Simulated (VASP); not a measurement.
# BeGeF4 (Cmmm) in VASP: further runs, part 2 of 2

VASP 6.6.1. Earlier steps stand in the parts before.

## Step 3: Relaxation of cell and atoms, PBE

INCAR

```
  ALGO = Normal
  EDIFF = 1E-7
  EDIFFG = -0.01
  ENCUT = 600
  GGA = PE
  IBRION = 2
  ISIF = 3
  ISMEAR = 0
  LASPH = True
  LCHARG = False
  LREAL = False
  LWAVE = False
  NELM = 100
  NSW = 100
  PREC = Accurate
  SIGMA = 0.02
```

KPOINTS

```
k-points
0
Gamma
  6 6 10
```

POSCAR

```
BeGeF4
1.0
    3.3414204180     -3.4025543268      0.0000000000
    3.3414204180      3.4025543268      0.0000000000
    0.0000000000      0.0000000000      3.0381874328
Be Ge F
1 1 4
Direct
    0.5000000000      0.5000000000      0.5000000000
    0.0000000000      0.0000000000      0.0000000000
    0.6786709590      0.3213290410      0.0000000000
    0.3213290410      0.6786709590      0.0000000000
    0.7437307288      0.7437307288      0.5000000000
    0.2562692712      0.2562692712      0.5000000000
```

Potentials or basis: VASP PAW PBE potentials, release 64 (Be, Ge_d, F).

Command:

```
$ cat potpaw_PBE.64/Be/POTCAR potpaw_PBE.64/Ge_d/POTCAR potpaw_PBE.64/F/POTCAR > POTCAR
$ mpirun -np 1 vasp_std > vasp.out
```

OUTCAR:

```text
EDIFF = 1E-7
   EDIFFG = -0.01
   ENCUT = 600
   GGA = PE
   IBRION = 2
   ISIF = 3
   ISMEAR = 0
   LASPH = True
   LREAL = False
   NELM = 100
   NSW = 100
   PREC = Accurate

 ion  position               nearest neighbor table
   1  0.500  0.500  0.500-   5 1.63   6 1.63   3 1.95   4 1.95   3 1.95   4 1.95
   2  0.000  0.000  0.000-   3 2.19   4 2.19   5 2.29   6 2.29   5 2.29   6 2.29
   3  0.679  0.321  0.000-   1 1.95   1 1.95   2 2.19
   4  0.321  0.679  0.000-   1 1.95   1 1.95   2 2.19
   5  0.744  0.744  0.500-   1 1.63   2 2.29   2 2.29
   6  0.256  0.256  0.500-   1 1.63   2 2.29   2 2.29

  LATTYP: Found a base centered orthorhombic cell.
 ALAT       =     6.6828408360
 B/A-ratio  =     1.0182957848
 C/A-ratio  =     0.4546251373

  Lattice vectors:

 A1 = (   3.3414204180,  -3.4025543268,   0.0000000000)
[... 392 lines left out ...]
  ---------------------------------------------------
  free energy    TOTEN  =       -29.62956579 eV

  energy without entropy =      -29.62956579  energy(sigma->0) =      -29.62956579

 E-fermi :   1.7785     XC(G=0):  -9.8996

 val. band max:        1.5883455593   @ k =  -0.1667   0.1667   0.5000
 cond. band min:       3.8067290683   @ k =   0.5000   0.5000   0.5000
 fundamental gap:      2.2183835090
 Fermi energy:         1.7784884580

 k-point     1 :       0.0000    0.0000    0.0000
  band No.  band energies     occupation
      1     -22.4666      2.00000
      2     -22.4052      2.00000
      3     -22.3750      2.00000
      4     -22.3542      2.00000
      5     -22.3431      2.00000
      6     -21.6427      2.00000
[... 685 lines left out ...]
     25       8.6905      0.00000
     26      10.8205      0.00000

 [... further k-points ...]

------------------------ aborting loop because EDIFF is reached ----------------------------------------

  FORCE on cell =-STRESS in cart. coord.  units (eV):
  Direction    XX          YY          ZZ          XY          YZ          ZX
  --------------------------------------------------------------------------------------
  -------------------------------------------------------------------------------------
  Total        0.0262815     -0.0030127     -0.0137833      0.0000000      0.0000000      0.0000000
  in kB        0.6113627     -0.0700815     -0.3206292      0.0000000      0.0000000      0.0000000
  external PRESSURE =       0.0735507 kB  Pullay stress =       0.0000000 kB
[... 21 lines left out ...]
  FREE ENERGIE OF THE ION-ELECTRON SYSTEM (eV)
  ---------------------------------------------------
  free  energy   TOTEN  =       -29.6295657934 eV

  energy  without entropy=      -29.6295657934  energy(sigma->0) =      -29.62956579

 reached required accuracy - stopping structural energy minimisation
```

CONTCAR:

```text
BeGeF4
   1.00000000000000
     3.3440741694921439   -3.4021400112621700    0.0000000000000000
     3.3440741694921439    3.4021400112621700    0.0000000000000000
     0.0000000000000000    0.0000000000000000    3.0269336182410096
  Be              Ge              F
     1     1     4
Direct
     0.5000000000000000    0.5000000000000000    0.5000000000000000
     1.0000000000000000    0.0000000000000000    0.0000000000000000
     0.6779289849069964    0.3220710150930037    0.0000000000000000
     0.3220710150930037    0.6779289849069964    0.0000000000000000
     0.7444729039165103    0.7444729039165103    0.5000000000000000
     0.2555270960834897    0.2555270960834897    0.5000000000000000

  0.00000000E+00  0.00000000E+00  0.00000000E+00
  0.00000000E+00  0.00000000E+00  0.00000000E+00
  0.00000000E+00  0.00000000E+00  0.00000000E+00
  0.00000000E+00  0.00000000E+00  0.00000000E+00
  0.00000000E+00  0.00000000E+00  0.00000000E+00
  0.00000000E+00  0.00000000E+00  0.00000000E+00
```

It took 5.3 min on 1 thread of AMD EPYC 9R45 (Zen 5), shared host; peak memory 0.28 GiB.

What came out:

| Quantity | Value |
| --- | --- |
| Free energy | -29.6296 eV |
| Relaxed volume | 11.48 Å³/atom |
| Relaxed cell | a = 4.770 Å, b = 4.770 Å, c = 3.027 Å, α = 90.00°, β = 90.00°, γ = 90.99° |
| Space group after relaxing (to 0.1 Å) | Cmmm (No. 65) |
| Energy gained by relaxing | 0.1 meV/atom |
| Ionic steps | 6 |
| Pressure after relaxing | 0.0 GPa |
| Largest force after relaxing | 0.008 eV/Å |
| Band gap on the k mesh | 2.22 eV (least direct gap 2.37 eV) |

Forces on the atoms (eV/Å):
```
Be   0.000  0.000  0.000
Ge   0.000  0.000  0.000
F    0.000 -0.008  0.000
F    0.000  0.008  0.000
F   -0.001  0.000  0.000
F    0.001  0.000  0.000
```

Step by step:
| step | energy change (eV) | largest force (eV/Å) | pressure (GPa) | volume (Å³) |
| --- | --- | --- | --- | --- |
| 1 | 0.0000 | 0.0290 | -0.17 | 69.08 |
| 2 | -0.0002 | 0.0159 | -0.01 | 68.96 |
| 3 | -0.0002 | 0.0174 | 0.07 | 68.89 |
| 4 | -0.0003 | 0.0133 | 0.04 | 68.90 |
| 5 | -0.0003 | 0.0131 | -0.03 | 68.91 |
| 6 | -0.0004 | 0.0079 | 0.01 | 68.87 |

Final structure:
```
CELL_PARAMETERS angstrom
3.34407 -3.40214 0.00000
3.34407 3.40214 0.00000
0.00000 0.00000 3.02693
ATOMIC_POSITIONS crystal
Be 0.50000 0.50000 0.50000
Ge 0.00000 0.00000 0.00000
F 0.67793 0.32207 0.00000
F 0.32207 0.67793 0.00000
F 0.74447 0.74447 0.50000
F 0.25553 0.25553 0.50000
```

A k mesh can miss the band edges.

## Step 4: Single point, PBE

This run uses another cell than the first one, of 9.95 Å³/atom.

INCAR

```
PREC = Accurate
ENCUT = 520
EDIFF = 1E-6
ISMEAR = 0
SIGMA = 0.1
LREAL = False
LASPH = True
NELM = 100
ALGO = Normal
ISIF = 2
LWAVE = False
LCHARG = False
GGA = PE
NBANDS = 31
```

KPOINTS

```
Automatic mesh
0
Gamma
  4 4 6
```

POSCAR

```
BeGeF4
1.0
    3.1899223300     -3.1899223300      0.0000000000
    3.1899223300      3.1899223300      0.0000000000
    0.0000000000      0.0000000000      2.9323004300
Be Ge F
1 1 4
Direct
    0.5000000000      0.5000000000      0.5000000000
    0.0000000000      0.0000000000      0.0000000000
    0.6950000000      0.3050000000      0.0000000000
    0.3050000000      0.6950000000      0.0000000000
    0.8050000000      0.8050000000      0.5000000000
    0.1950000000      0.1950000000      0.5000000000
```

Command:

```
$ cat potpaw_PBE.64/Be/POTCAR potpaw_PBE.64/Ge_d/POTCAR potpaw_PBE.64/F/POTCAR > POTCAR
$ mpirun -np 1 vasp_std > vasp.out
```

Wall time 30 s (1 thread of AMD EPYC 9R45 (Zen 5), shared host); peak memory 0.17 GiB.

Results (log left out):

| Property | Result |
| --- | --- |
| Free energy | -25.8349 eV |
| Pressure | 38.7 GPa |
| Largest force | 6.540 eV/Å |
| Band gap on the k mesh | 1.01 eV (least direct gap 2.72 eV) |

Forces on the atoms (eV/Å):
```
Be   0.000  0.000  0.000
Ge   0.000  0.000  0.000
F    0.000  4.721  0.000
F    0.000 -4.721  0.000
F   -6.540  0.000  0.000
F    6.540  0.000  0.000
```

Stress tensor (GPa, compression positive):
```
31.72  0.00  0.00
 0.00 38.45  0.00
 0.00  0.00 46.04
```

Levels at points of the mesh, in eV from the valence-band top:
```tsv
k point	band 19	band 20	band 21	band 22	band 23	band 24	band 25	band 26
(0.00, 0.00, 0.00)	-7.54	-7.43	-7.05	-3.53	2.12	2.54	3.08	6.24
(0.50, 0.00, 0.00)	-8.02	-7.52	-7.45	-1.93	1.01	3.40	3.46	5.77
(0.50, 0.50, 0.00)	-8.17	-8.01	-7.79	-1.54	2.51	2.69	2.94	6.10
(0.00, 0.00, 0.50)	-8.20	-8.17	-7.98	-0.14	3.47	5.18	5.79	5.94
(0.50, 0.00, 0.50)	-7.85	-7.78	-7.74	0.00	3.13	3.27	4.59	6.36
(0.50, 0.50, 0.50)	-7.73	-7.73	-7.61	-0.98	2.71	4.45	4.88	5.93
```

Caveat: the stress differs along the axes, from 32 to 46 GPa; forces of over 1 eV/Å act on the atoms, so gaps and moduli don't describe the material at rest. A k mesh can miss the band edges.

## Step 5: Summary

| task | cell | k mesh | cutoff (eV) | smearing | gap on the mesh (eV) | pressure (GPa) | largest force (eV/Å) |
| --- | --- | --- | --- | --- | --- | --- | --- |
| single point | a = 4.769, b = 4.769, c = 3.042 Å, angles 90.0, 90.0, 91.1°, 6 atoms, atomic positions A | 6 × 6 × 10 | 520 | gaussian 0.02 eV | 2.23 | -0.1 | 0.02 |
| relaxation of cell and atoms | relaxed from a = 4.769, b = 4.769, c = 3.038 Å, angles 90.0, 90.0, 91.0°, 6 atoms, atomic positions B | 6 × 6 × 10 | 600 | gaussian 0.02 eV | 2.22 | 0.0 | 0.01 |
| single point | a = 4.511, b = 4.511, c = 2.932 Å, 6 atoms, atomic positions C | 4 × 4 × 6 | 520 | gaussian 0.1 eV | 1.01 | 38.7 | 6.54 |

Alike in all rows: level PBE; potentials or basis VASP PAW PBE potentials, release 64 (Be, Ge_d, F); no spin polarisation.

Caveats: the stress differs along the axes, from 32 to 46 GPa (at least some runs); forces of over 1 eV/Å act on the atoms, so gaps and moduli don't describe the material at rest (at least some runs).

Total energies depend on the potentials used, so only differences within one code and one set of settings carry meaning.
